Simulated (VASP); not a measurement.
Wanted: the native input for a VASP 6.6.1 run.

- Task: relaxation of cell and atoms
- Functional: PBE
- Potentials or basis: VASP PAW PBE potentials, release 64 (Ca_sv, Dy_3, As), 4f in core
- Cutoff: 500 eV
- k mesh: 4 × 4 × 4
- Occupations: gaussian, width 0.1 eV
- Spin: no spin polarisation
- Dipole correction: no
- Mended: yes
- Further INCAR settings: ALGO = Normal; EDIFF = 1e-07; IBRION = 2; EDIFFG = -0.04; NSW = 90; ISIF = 3

The structure of CaDyAs3 lies in POSCAR:

```
CaDyAs3
1.0
    4.9493152700      0.0000000000      0.0000000000
    0.0000000000      4.9493152700      0.0000000000
    0.0000000000      0.0000000000      4.9493152700
Ca Dy As
1 1 3
Direct
    0.5000000000      0.5000000000      0.5000000000
    0.0000000000      0.0000000000      0.0000000000
    0.5000000000      0.0000000000      0.5000000000
    0.0000000000      0.5000000000      0.5000000000
    0.5000000000      0.5000000000      0.0000000000
```

The cell was built from a structure type or drawn by symmetry, and may not be a known phase.

One way to write it, as run:

INCAR

```
SYSTEM = CaDyAs3
PREC = Accurate
ENCUT = 500
EDIFF = 1E-7
ISMEAR = 0
SIGMA = 0.1
LREAL = .FALSE.
LASPH = .TRUE.
NELM = 200
ALGO = Normal
ISIF = 3
LWAVE = .FALSE.
LCHARG = .FALSE.
GGA = PE
IBRION = 2
NSW = 90
EDIFFG = -0.04
GGA_COMPAT = .FALSE.
NELMIN = 4
LMAXMIX = 6
```

KPOINTS

```
Automatic mesh
0
G
  4 4 4
  0 0 0
```

Potentials or basis: VASP PAW PBE potentials, release 64 (Ca_sv, Dy_3, As), 4f in core.

Command:

```console
$ cat potpaw_PBE.64/Ca_sv/POTCAR potpaw_PBE.64/Dy_3/POTCAR potpaw_PBE.64/As/POTCAR > POTCAR
$ mpirun -np 1 vasp_std > vasp.out
```

It gave:

```
Relaxed volume                        : 28.05 Å³/atom
Relaxed cell                          : a = 5.196 Å, b = 5.196 Å, c = 5.196 Å, α = 90.00°, β = 90.00°, γ = 90.00°
Space group after relaxing (to 0.1 Å) : Pm-3m (No. 221)
Energy gained by relaxing             : 86.7 meV/atom
Ionic steps                           : 3
Pressure after relaxing               : 0.0 GPa
Band gap on the k mesh                : zero (bands 17 and 18 overlap by 0.97 eV)
```

Caveat: the volume moved by over 15 % at a fixed basis, so the end points are rough; spin-orbit coupling is left out, which moves the levels of the heavy elements; the 4f electrons are frozen in the core, so they carry no moment and show no levels.

Wall time 75 s on 1 thread of Intel(R) Xeon(R) Platinum 8488C (Sapphire Rapids), on a shared host, peak memory 0.23 GiB.
